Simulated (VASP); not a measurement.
Si: single point with LDA

The system is Si.

```xyz
2
Lattice="0.0000 2.7009 2.7009 2.7009 0.0000 2.7009 2.7009 2.7009 0.0000" Properties=species:S:1:pos:R:3 pbc="T T T"
Si   -0.6752   -0.6752   -0.6752
Si    0.6752    0.6752    0.6752
```

- Program: VASP 6.6.1
- Task: single point
- Functional: LDA
- Potentials or basis: VASP PAW LDA potentials, release 64 (Si)
- Cutoff: 500 eV
- k mesh: 12 × 12 × 12
- Occupations: fermi-dirac, width 0.08 eV
- Spin: no spin polarisation
- Dipole correction: no
- Further INCAR settings: ALGO = Normal; EDIFF = 1e-06; NBANDS = 11

The pressure is 0.0 GPa and the band gap on the k mesh is 0.44 eV (least direct gap 2.53 eV).

Levels at points of the mesh, in eV from the valence-band top:
| k point | band 1 | band 2 | band 3 | band 4 | band 5 | band 6 | band 7 | band 8 | band 9 |
| --- | --- | --- | --- | --- | --- | --- | --- | --- | --- |
| (0.00, 0.00, 0.00) | -12.07 | 0.00 | 0.00 | 0.00 | 2.53 | 2.53 | 2.53 | 3.39 | 7.74 |
| (0.50, 0.00, 0.00) | -9.69 | -7.07 | -1.21 | -1.21 | 1.49 | 3.29 | 3.29 | 7.54 | 10.56 |
| (0.50, 0.50, 0.00) | -7.87 | -7.87 | -2.89 | -2.89 | 0.57 | 0.57 | 10.11 | 10.11 | 10.97 |

It took 13 s on 1 thread of AMD EPYC 9R45 96-Core Processor (Zen 5), on a shared host, peak memory 0.11 GiB.

A k mesh can miss the band edges.
